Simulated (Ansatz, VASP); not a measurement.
**Two plane-wave programs on WC**

```
W C
1.0
     0.00000    2.19268    2.19268
     2.19268    0.00000    2.19268
     2.19268    2.19268    0.00000
W C
1 1
Direct
  0.00000 0.00000 0.00000
  0.50000 0.50000 0.50000
```

Alike in both runs: task relaxation of cell and atoms; functional LDA; k mesh 10 × 10 × 10; occupations fermi-dirac, width 0.05 eV; no spin polarisation.

|  | VASP | Ansatz |
| --- | --- | --- |
| version | VASP 6.6.1 | Ansatz 0.2.0 |
| potentials or method | VASP PAW LDA potentials, release 64 (W_sv, C) | Ansatz PAW |
| plane-wave cutoff (eV) | 600 | 420 |
| valence electrons in the cell | 18 | 18 |

|  | VASP | Ansatz | Ansatz less VASP |
| --- | --- | --- | --- |
| gap on the k mesh at the Fermi level, each at its own relaxed structure (eV) | none | none | - |
| relaxed volume (Å³/atom) | 10.15 | 10.09 | -0.059 |
| relaxed cell length with the largest relative difference (Å) | 3.062 | 3.056 | -0.0060 |

LDA's correlation is that of Perdew and Zunger in VASP and of Perdew and Wang (1992) in Ansatz. A gap of «none» marks a metal or a gap that the smearing closes.

Spin-orbit coupling is off throughout. Noted on VASP's run: too few bands were computed for a metal, which touches its energy and stress. Noted on Ansatz's run: the plane-wave basis is chosen anew once the cell has moved, so the energies of steps on either side of that aren't comparable.
